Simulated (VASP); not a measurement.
**Pd: single point with PBE**

Pd:

```
Pd
1.0
     0.00486    1.94490    1.94490
     1.94976    0.00000    1.94976
     1.94490    1.94490    0.00486
Pd
1
Direct
  0.00000 0.00000 0.00000
```

This cell differs from its parent crystal: strain +0.0050 x Voigt [0, 0, 0, 0, 1, 0].

```json
{
  "Program": "VASP 6.6.1",
  "Task": "single point",
  "Functional": "PBE",
  "Potentials or basis": "VASP PAW PBE potentials, release 64 (Pd)",
  "Cutoff": "520 eV",
  "k mesh": "20 × 20 × 20",
  "Occupations": "gaussian, width 0.15 eV",
  "Spin": "no spin polarisation"
}
```

- Pressure: 7.4 GPa
- Band gap on the k mesh: zero (band 5 reaches 10.11 eV, above the bottom of band 6 at 8.51 eV)

Stress tensor (GPa, compression positive):
```
 7.38  0.00 -0.40
 0.00  7.37  0.00
-0.40  0.00  7.38
```

Levels at points of the mesh, in eV from the Fermi level:
```
           k point  band 3  band 4  band 5  band 6  band 7  band 8
(0.00, 0.00, 0.00)   -2.85   -2.83   -1.23   -1.23   17.20   21.91
(0.50, 0.00, 0.00)   -2.88   -0.03   -0.01    1.04    7.38   16.54
(0.00, 0.50, 0.00)   -2.87   -0.04   -0.02    1.00    7.31   16.58
(0.50, 0.50, 0.00)   -0.05    0.29    0.29    3.36   10.80   13.23
(0.50, 0.00, 0.50)   -0.05    0.29    0.29    3.36   10.80   13.14
```

It took 2.2 min on 1 thread of Intel(R) Xeon(R) Platinum 8488C (Sapphire Rapids), on a shared host, peak memory 0.29 GiB.

Caveat: the cell differs from its parent crystal (strain +0.0050 x Voigt [0, 0, 0, 0, 1, 0]).
